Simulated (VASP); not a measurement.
LiCl, 4 atoms in the cell. Symmetry: P6_3/mmc, No. 194, hexagonal system. The conventional cell has a = 3.575 Å, b = 3.575 Å, c = 6.024 Å, α = 90.00°, β = 90.00°, γ = 120.00°. Within 3.4 Å of Li (site symmetry -3m) lie 6 Cl at 2.56 Å and 2 Li at 3.01 Å. Within 3.4 Å of Cl (site symmetry -6m2) lie 6 Li at 2.56 Å. 

| Quantity | Value |
| --- | --- |
| Program | VASP 6.6.1 |
| Task | single point |
| Functional | PBE |
| Potentials or basis | VASP PAW PBE potentials, release 64 (Li_sv, Cl) |
| Cutoff | 520 eV |
| k mesh | 12 × 12 × 4 |
| Occupations | fermi-dirac, width 0.02 eV |
| Spin | no spin polarisation |
| Dipole correction | no |
| Further INCAR settings | ALGO = Normal; EDIFF = 1e-06; NBANDS = 18 |

Potentials or basis: VASP PAW PBE potentials, release 64 (Li_sv, Cl).

Command:

```bash
$ cat potpaw_PBE.64/Li_sv/POTCAR potpaw_PBE.64/Cl/POTCAR > POTCAR
$ mpirun -np 1 vasp_std > vasp.out
```

Hardware: 1 thread of Intel(R) Xeon(R) 6975P-C (Granite Rapids), with other jobs on the host.

**Question.** How long does it take, and how much memory?

**Answer.** It took 51 s on 1 thread of Intel(R) Xeon(R) 6975P-C (Granite Rapids), with other jobs on the host, peak memory 0.2 GiB. Counts: scf iterations 13, k points 57.
